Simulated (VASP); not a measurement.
Runs of VASP 6.6.1 on TiO2. The structure is that of space group P4_2/mnm (No. 136), or close to it. The cells are those of the table. 

```csv
cell,gap on the mesh (eV),pressure (GPa),largest force (eV/Å)
"a = 4.594, b = 4.594, c = 2.706 Å, 6 atoms",(c),39.5,1.22
"a = 4.746, b = 4.746, c = 2.685 Å, 6 atoms",(a),23.1,0.74
"a = 4.380, b = 4.380, c = 3.154 Å, 6 atoms",1.95,10.9,0.01
"a = 4.621, b = 4.621, c = 2.833 Å, 6 atoms",2.05,17.1,0.45
"a = 4.354, b = 4.354, c = 3.012 Å, 6 atoms",2.04,(b),0.22
```

Alike in all rows: task single point; level PBE; potentials or basis VASP PAW PBE potentials, release 64 (Ti_sv, O); no spin polarisation; k mesh 8 × 8 × 10; cutoff (eV) 520; smearing gaussian 0.05 eV.

Task: Fill in the values left out.

Result: (a) 1.98; (b) 29.7; (c) 2.22.

Caveats: the stress differs along the axes, from 26 to 66 GPa (at least some runs); forces of over 1 eV/Å act on the atoms, so gaps and moduli don't describe the material at rest (at least some runs); the stress differs along the axes, from 8 to 54 GPa (at least some runs); the stress differs along the axes, from -7 to 20 GPa (at least some runs); the stress differs along the axes, from 11 to 28 GPa (at least some runs); the stress differs along the axes, from 19 to 35 GPa (at least some runs).

A k mesh can miss the band edges.
